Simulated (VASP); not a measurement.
A run of VASP 6.6.1 is set up as follows.

POSCAR

```
CdS
1.0
    0.0000000000      2.7495395470      2.7495395470
    2.7495395470      0.0000000000      2.7495395470
    2.7495395470      2.7495395470      0.0000000000
Cd S
1 1
Direct
   -0.0084923707      0.0084923707      0.0084923707
    0.5297773349      0.4702226651      0.4702226651
```

Contents of INCAR.step1:

```
SYSTEM = CdS
PREC = Accurate
ENCUT = 520
ISMEAR = 0
SIGMA = 0.05
LREAL = .False.
LASPH = .True.
NELM = 60
NBANDS = 16
GGA = PE
ALGO = Normal
EDIFF = 1E-4
LWAVE = .True.
LCHARG = .False.
```

Contents of INCAR.step2:

```
SYSTEM = CdS
PREC = Accurate
ENCUT = 520
EDIFF = 1E-6
ISMEAR = 0
SIGMA = 0.05
LREAL = .False.
LASPH = .True.
NELM = 60
ALGO = Normal
ISIF = 2
LWAVE = .False.
LCHARG = .False.
METAGGA = R2SCAN
LMIXTAU = .True.
NBANDS = 16
ISTART = 1
```

KPOINTS

```
regular mesh
0
Gamma
  8 8 8
  0 0 0
```

Potentials or basis: VASP PAW PBE potentials, release 64 (Cd, S).

Launch:

```sh
$ cat potpaw_PBE.64/Cd/POTCAR potpaw_PBE.64/S/POTCAR > POTCAR
$ cp INCAR.step1 INCAR
$ mpirun -np 1 vasp_std > vasp.out
$ cp INCAR.step2 INCAR
$ mpirun -np 1 vasp_std > vasp.out
```

Task: What does it give for the largest force?

Result: 0.457 eV/Å.

Task: Predict the band gap on the k mesh.

Result: 0.82 eV, indirect (least direct gap 2.13 eV).

Task: Predict the pressure.

Result: -0.2 GPa.

Forces on the atoms (eV/Å):
```
Cd  -0.457  0.000  0.000
S    0.457  0.000  0.000
```

Caveat: the PAW data sets were made with another functional, which shifts forces and pressure a little. A k mesh can miss the band edges.
